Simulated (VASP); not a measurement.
SnSe: single point with LDA

SnSe, a slab with vacuum:

```
Sn Se
1.0
     4.36032    0.00000    0.00000
     0.00000    4.36032    0.00000
     0.00000    0.00000   10.99069
Sn Se
2 2
Direct
  0.50000 0.00000 0.37223
  0.00000 0.50000 0.62777
  0.50000 0.00000 0.61604
  0.00000 0.50000 0.38396
```

This cell differs from its parent crystal: strain +0.0175 x Voigt [1, 1, 0, 0, 0, 0].

| Item | Value |
| --- | --- |
| Program | VASP 6.6.1 |
| Task | single point |
| Functional | LDA |
| Potentials or basis | VASP PAW LDA potentials, release 64 (Sn_d, Se) |
| Cutoff | 520 eV |
| k mesh | 6 × 6 × 4 |
| Occupations | gaussian, width 0.05 eV |
| Spin | no spin polarisation |
| Dipole correction | no |
| Further INCAR settings | ALGO = Normal; EDIFF = 1e-06; NBANDS = 28 |

```json
{
 "Largest force": "0.313 eV/Å",
 "Band gap on the k mesh": "1.44 eV"
}
```

Forces on the atoms (eV/Å):
```
Sn   0.000  0.000  0.313
Sn   0.000  0.000 -0.313
Se   0.000  0.000 -0.072
Se   0.000  0.000  0.072
```

Levels at points of the mesh, in eV from the valence-band top:
```
           k point  band 18  band 19  band 20  band 21  band 22  band 23
(0.00, 0.00, 0.00)    -1.41    -1.41    -0.16     1.82     3.97     3.97
(0.50, 0.00, 0.00)    -1.29    -0.20    -0.20     1.54     1.54     2.14
(0.50, 0.50, 0.00)    -2.82    -1.48    -1.48     3.79     3.79     4.76
(0.00, 0.00, 0.50)    -1.41    -1.41    -0.16     1.68     3.97     4.22
(0.50, 0.00, 0.50)    -1.29    -0.20    -0.20     1.54     1.54     2.14
(0.50, 0.50, 0.50)    -2.82    -1.48    -1.48     3.75     3.75     4.74
```

Run time: 4 min on 1 thread of Intel Xeon 8259CL, with other jobs on the host, peak memory 0.33 GiB.

Caveat: the cell differs from its parent crystal (strain +0.0175 x Voigt [1, 1, 0, 0, 0, 0]); spin-orbit coupling is left out, which moves the levels of the heavy elements.
